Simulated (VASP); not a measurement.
# HgTe (R3m) in VASP: a series of runs

Aim: see how the results for HgTe move with the level of theory and the settings. Levels: PBE, r2SCAN. Tasks: single point.

Program: VASP 6.6.1. These are calculated values, not measurements. Logs are shortened: lines on timing, memory, paths and dates and some standing lists are left out, and cuts for length are marked.

## (1) The cell of the first run

The structure is trigonal, space group R3m (No. 160). Conventional cell: a = 4.652 Å, b = 4.652 Å, c = 10.824 Å, α = 90.00°, β = 90.00°, γ = 120.00°. Hg (site symmetry 3m) has 4 Te at 2.80 Å within 3.7 Å. Te (site symmetry 3m) has 4 Hg at 2.80 Å within 3.7 Å.

## (2) Single point, PBE (strain along [111] -5.0%)

File INCAR:

```
PREC     = Accurate       # precision mode
ENCUT    = 520            # plane-wave cutoff, eV
EDIFF    = 1E-6           # SCF threshold, eV
ISMEAR   = -1             # smearing method
SIGMA    = 0.02           # smearing width, eV
LREAL    = F              # projectors in reciprocal space
LASPH    = T              # aspherical terms in the spheres
NELM     = 60             # most SCF steps
ALGO     = Normal         # electronic algorithm
ISIF     = 2              # what is computed and relaxed
LWAVE    = F              # write WAVECAR
LCHARG   = T              # write CHGCAR
GGA      = PE             # functional
LELF     = T              # ELF
LVHAR    = T            
NBANDS   = 16             # bands
```

File KPOINTS:

```
regular mesh
0
Gamma
  6 6 6
```

File POSCAR:

```
HgTe
1.0
   -0.1096385963      3.1795192925      3.1795192925
    3.1795192925     -0.1096385963      3.1795192925
    3.1795192925      3.1795192925     -0.1096385963
Hg Te
1 1
Direct
   -0.0043648214     -0.0043648214     -0.0043648214
    0.2543648214      0.2543648214      0.2543648214
```

Potentials or basis: VASP PAW PBE potentials, release 64 (Hg, Te).

Launch:

```bash
> cat potpaw_PBE.64/Hg/POTCAR potpaw_PBE.64/Te/POTCAR > POTCAR
> mpirun -np 1 vasp_std > vasp.out
```

OUTCAR:

```text
PREC = Accurate
   ENCUT = 520
   EDIFF = 1E-6
   ISMEAR = -1
   LREAL = F
   LASPH = T
   NELM = 60
   ISIF = 2
   GGA = PE

 ion  position               nearest neighbor table
   1  0.996  0.996  0.996-   2 2.80   2 2.80   2 2.80   2 2.80
   2  0.254  0.254  0.254-   1 2.80   1 2.80   1 2.80   1 2.80

  LATTYP: Found a trigonal (rhomboedric) cell.
 ALAT       =     4.4978557652
 COS(alpha) =     0.4652406417

  Lattice vectors:

 A1 = (  -0.1096385963,   3.1795192925,   3.1795192925)
 A2 = (   3.1795192925,  -0.1096385963,   3.1795192925)
 A3 = (   3.1795192925,   3.1795192925,  -0.1096385963)

Analysis of symmetry for initial positions (statically):
=====================================================================
 Subroutine PRICEL returns:
 Original cell was already a primitive cell.

 Routine SETGRP: Setting up the symmetry group for a
 trigonal (rhombohedral) supercell.

 Subroutine GETGRP returns: Found  6 space group operations
 (whereof  6 operations were pure point group operations)
 out of a pool of 12 trial point group operations.

The static configuration has the point symmetry C_3v.

Analysis of symmetry for dynamics (positions and initial velocities):
=====================================================================
 Subroutine PRICEL returns:
 Original cell was already a primitive cell.

 Routine SETGRP: Setting up the symmetry group for a
 trigonal (rhombohedral) supercell.

 Subroutine GETGRP returns: Found  6 space group operations
 (whereof  6 operations were pure point group operations)
 out of a pool of 12 trial point group operations.

The dynamic configuration has the point symmetry C_3v.

 Subroutine INISYM returns: Found  6 space group operations
 (whereof  6 operations are pure point group operations),
 and found     1 'primitive' translations

----------------------------------------------------------------------------------------

                                     Primitive cell

  volume of cell :      67.6095

  direct lattice vectors                    reciprocal lattice vectors
    -0.109638596  3.179519293  3.179519293    -0.149347671  0.154681516  0.154681516
     3.179519293 -0.109638596  3.179519293     0.154681516 -0.149347671  0.154681516
     3.179519293  3.179519293 -0.109638596     0.154681516  0.154681516 -0.149347671

  length of vectors
     4.497855765  4.497855765  4.497855765     0.264872554  0.264872554  0.264872554

  position of ions in fractional coordinates (direct lattice)
     0.995635179  0.995635179  0.995635179
     0.254364821  0.254364821  0.254364821

  ion indices of the primitive-cell ions
   primitive index   ion index
                 1           1
                 2           2

----------------------------------------------------------------------------------------

 KPOINTS: regular mesh

Automatic generation of k-mesh.
 Grid dimensions read from file:
 generate k-points for:    6    6    6

 Generating k-lattice:

  Cartesian coordinates                     Fractional coordinates (reciprocal lattice)
    -0.024891278  0.025780253  0.025780253     0.166666667  0.000000000  0.000000000
     0.025780253 -0.024891278  0.025780253     0.000000000  0.166666667  0.000000000
     0.025780253  0.025780253 -0.024891278     0.000000000  0.000000000  0.166666667

  Length of vectors
     0.044145426  0.044145426  0.044145426

  Shift w.r.t. Gamma in fractional coordinates (k-lattice)
     0.000000000  0.000000000  0.000000000

 Subroutine IBZKPT returns following result:
 ===========================================

 Found     32 irreducible k-points:

 Following reciprocal coordinates:
            Coordinates               Weight
  0.000000  0.000000  0.000000      1.000000
  0.166667  0.000000 -0.000000      6.000000
  0.333333  0.000000  0.000000      6.000000
  0.500000 -0.000000 -0.000000      3.000000
  0.166667  0.166667 -0.000000      6.000000
  0.333333  0.166667  0.000000     12.000000
[... 16 lines left out ...]
  0.500000  0.500000  0.166667      6.000000
 -0.333333  0.500000  0.166667     12.000000
 [... further k-points ...]
   k-points           NKPTS =     32   k-points in BZ     NKDIM =     32   number of bands    NBANDS=     16
   number of dos      NEDOS =    301   number of ions     NIONS =      2
   total plane-waves  NPLWV =  46656
   dimension x,y,z NGX =    36 NGY =   36 NGZ =   36
   dimension x,y,z NGXF=    72 NGYF=   72 NGZF=   72
   ions per type =               1   1
   NGX,Y,Z   is equivalent  to a cutoff of  13.31, 13.31, 13.31 a.u.
   NGXF,Y,Z  is equivalent  to a cutoff of  26.61, 26.61, 26.61 a.u.
 SYSTEM =  unknown system
   PREC   = accura    normal or accurate (medium, high low for compatibility)
   ISTART =      0    job   : 0-new  1-cont  2-samecut
   ICHARG =      2    charge: 1-file 2-atom 10-const
   ISPIN  =      1    spin polarized calculation?
   LNONCOLLINEAR =      F non collinear calculations
   LSORBIT =      F    spin-orbit coupling
   LASPH  =      T    aspherical Exc in radial PAW
   ENCUT  =  520.0 eV  38.22 Ry    6.18 a.u.   8.36  8.36  8.36*2*pi/ulx,y,z
   NELM   =     60;   NELMIN=  2; NELMDL= -5     # of ELM steps
   EDIFF  = 0.1E-05   stopping-criterion for ELM
   LREAL  =      F    real-space projection
   EDIFFG = 0.1E-04   stopping-criterion for IOM
   NSW    =      0    number of steps for IOM
   IBRION =     -1    ionic relax: 0-MD 1-quasi-New 2-CG
   NFREE  =      0    steps in history (QN), initial steepest desc. (CG)
   ISIF   =      2    stress and relaxation
   ISYM   =      2    0-nonsym 1-usesym 2-fastsym
   POTIM  = 0.5000    time-step for ionic-motion
   TEBEG  =    0.0;   TEEND  =   0.0 temperature during run
   PSTRESS=    0.0 pullay stress
   NELECT =      18.0000    total number of electrons
   NUPDOWN=      -1.0000    fix difference up-down
   EMIN   =  10.00;   EMAX   =-10.00  energy-range for DOS
   EFERMI =   0.00;   METHOD = LEGACY
   ISMEAR =    -1;   SIGMA  =   0.02  broadening in eV -4-tet -1-fermi 0-gaus
   EFERMI_NEDOS =   21; number of points for ismear=-14 and -15
   IALGO  =     38    algorithm
   IMIX   =      4    mixing-type and parameters
     AMIX     =   0.40;   BMIX     =  1.00
     AMIX_MAG =   1.60;   BMIX_MAG =  1.00
  volume/ion in A,a.u.               =      33.80       228.13
  Fermi-wavevector in a.u.,A,eV,Ry     =   1.053165  1.990193 15.090990  1.109156
  Thomas-Fermi vector in A             =   2.188276
   LORBIT       =      0    0 simple, 1 ext, 2 COOP (PROOUT), +10 PAW based schemes
   GGA     = PE    functional components
   LHFCALC =     F    Hartree Fock is set to
   AEXX    =    0.0000 exact exchange contribution
   IVDW    =     0    specifies the selected vdW correction
   LEPSILON=     F    determine dielectric tensor
   LRPA    =     F    only Hartree local field effects (RPA)
 non-spin polarized calculation
  energy-cutoff  :      520.00
  volume of cell :       67.61
 maximum number of plane-waves:      1838
 NGX is ok and might be reduce to    36
   NGX = 17   NGY = 17   NGZ = 17

 number of electron      17.9999999 magnetization

 Free energy of the ion-electron system (eV)
  ---------------------------------------------------
  ext. energy  EPLUGINS =         0.00000000
  ---------------------------------------------------
  free energy    TOTEN  =        -3.56281404 eV

  energy without entropy =       -3.56279701  energy(sigma->0) =       -3.56280552

 E-fermi :   3.1226     XC(G=0):  -8.7397

 val. band max:        3.0092595752   @ k =   0.0000   0.0000   0.0000
 cond. band min:       3.2211933705   @ k =   0.0000   0.0000   0.0000
 fundamental gap:      0.2119337953
 Fermi energy:         3.1226092602

 k-point     1 :       0.0000    0.0000    0.0000
  band No.  band energies     occupation
      1      -8.8804      2.00000
      2      -4.2729      2.00000
      3      -4.2729      2.00000
      4      -4.2121      2.00000
      5      -3.7316      2.00000
      6      -3.7316      2.00000
[... 8 lines left out ...]
     15      12.5623      0.00000
     16      12.5623      0.00000

 k-point     2 :       0.1667    0.0000   -0.0000
  band No.  band energies     occupation
      1      -8.7500      2.00000
      2      -4.2325      2.00000
      3      -4.2251      2.00000
      4      -4.1734      2.00000
      5      -3.7381      2.00000
      6      -3.7308      2.00000
[... 8 lines left out ...]
     15      11.5536      0.00000
     16      11.8317      0.00000

 k-point     3 :       0.3333    0.0000    0.0000
  band No.  band energies     occupation
      1      -8.4689      2.00000
      2      -4.1577      2.00000
      3      -4.1431      2.00000
      4      -3.9256      2.00000
      5      -3.7399      2.00000
      6      -3.7117      2.00000
[... 8 lines left out ...]
     15      11.6786      0.00000
     16      12.3072      0.00000

 k-point     4 :       0.5000   -0.0000   -0.0000
  band No.  band energies     occupation
      1      -8.3172      2.00000
      2      -4.1256      2.00000
      3      -4.1220      2.00000
      4      -3.7325      2.00000
      5      -3.7042      2.00000
      6      -3.4509      2.00000
[... 8 lines left out ...]
     15      12.6844      0.00000
     16      13.2290      0.00000
[... 324 lines left out ...]
 k-point    22 :      -0.1667    0.3333    0.1667
  band No.  band energies     occupation
      1      -8.2720      2.00000
      2      -4.0855      2.00000
      3      -4.0457      2.00000
      4      -3.8770      2.00000
      5      -3.7119      2.00000
      6      -3.6130      2.00000
[... 8 lines left out ...]
     15      13.1717      0.00000
     16      13.9189      0.00000

 k-point    23 :       0.5000    0.5000    0.1667
  band No.  band energies     occupation
      1      -8.1513      2.00000
      2      -4.0856      2.00000
      3      -3.9843      2.00000
      4      -3.9063      2.00000
      5      -3.6764      2.00000
      6      -3.3627      2.00000
[... 8 lines left out ...]
     15      13.7101      0.00000
     16      14.6313      0.00000

 k-point    24 :      -0.3333    0.5000    0.1667
  band No.  band energies     occupation
      1      -8.1074      2.00000
      2      -4.0470      2.00000
      3      -3.9750      2.00000
      4      -3.8498      2.00000
      5      -3.7107      2.00000
      6      -3.1633      2.00000
[... 8 lines left out ...]
     15      13.7145      0.00000
     16      14.3862      0.00000

 [... further k-points ...]

------------------------ aborting loop because EDIFF is reached ----------------------------------------

  FORCE on cell =-STRESS in cart. coord.  units (eV):
  Direction    XX          YY          ZZ          XY          YZ          ZX
  --------------------------------------------------------------------------------------
  -------------------------------------------------------------------------------------
  Total        1.5297494      1.5297494      1.5297494      0.2372804      0.2372804      0.2372804
  in kB       36.2512598     36.2512598     36.2512598      5.6229550      5.6229550      5.6229550
  external PRESSURE =      36.2512598 kB  Pullay stress =       0.0000000 kB

 VOLUME and BASIS-vectors are now :
 -----------------------------------------------------------------------------
  energy-cutoff  :      520.00
  volume of cell :       67.61
      direct lattice vectors                 reciprocal lattice vectors
    -0.109638596  3.179519293  3.179519293    -0.149347671  0.154681516  0.154681516
     3.179519293 -0.109638596  3.179519293     0.154681516 -0.149347671  0.154681516
     3.179519293  3.179519293 -0.109638596     0.154681516  0.154681516 -0.149347671

 POSITION                                       TOTAL-FORCE (eV/Angst)
 -----------------------------------------------------------------------------------
      6.22212      6.22212      6.22212         0.001889      0.001889      0.001889
      1.58963      1.58963      1.58963        -0.001889     -0.001889     -0.001889
 -----------------------------------------------------------------------------------
    total drift:                                0.000094      0.000094      0.000094

  FREE ENERGIE OF THE ION-ELECTRON SYSTEM (eV)
  ---------------------------------------------------
  free  energy   TOTEN  =        -3.5628140385 eV

  energy  without entropy=       -3.5627970054  energy(sigma->0) =       -3.56280552
```

Wall time 21 s (1 thread of Intel Xeon Platinum 8488C (Sapphire Rapids), shared host); peak memory 0.21 GiB.

Results:

| Quantity | Value |
| --- | --- |
| Free energy | -3.5628 eV |
| Pressure | 3.6 GPa |
| Largest force | 0.003 eV/Å |
| Band gap on the k mesh | 0.21 eV |

Forces on the atoms (eV/Å):
```
Hg   0.002  0.002  0.002
Te  -0.002 -0.002 -0.002
```

Levels at points of the mesh, in eV from the valence-band top:
```
           k point  band 5  band 6  band 7  band 8  band 9  band 10  band 11  band 12  band 13  band 14
(0.00, 0.00, 0.00)   -6.74   -6.74   -0.71    0.00    0.00     0.21     4.18     4.18     4.66     6.59
(0.50, 0.00, 0.00)   -6.71   -6.46   -5.45   -1.00   -0.73     0.92     5.15     5.23     6.95     7.92
(0.50, 0.50, 0.00)   -6.67   -6.30   -5.34   -2.33   -2.02     1.86     2.67     8.08     8.91     9.06
(0.50, 0.50, 0.50)   -6.70   -6.36   -5.22   -1.02   -1.02     0.34     4.88     4.88     6.78     8.23
```

Caveat: the cell differs from its parent crystal (strain along [111] -5.0%); the cell stands under pressure; spin-orbit coupling is left out, which moves the levels of the heavy elements.

[end of part 1 of 3]
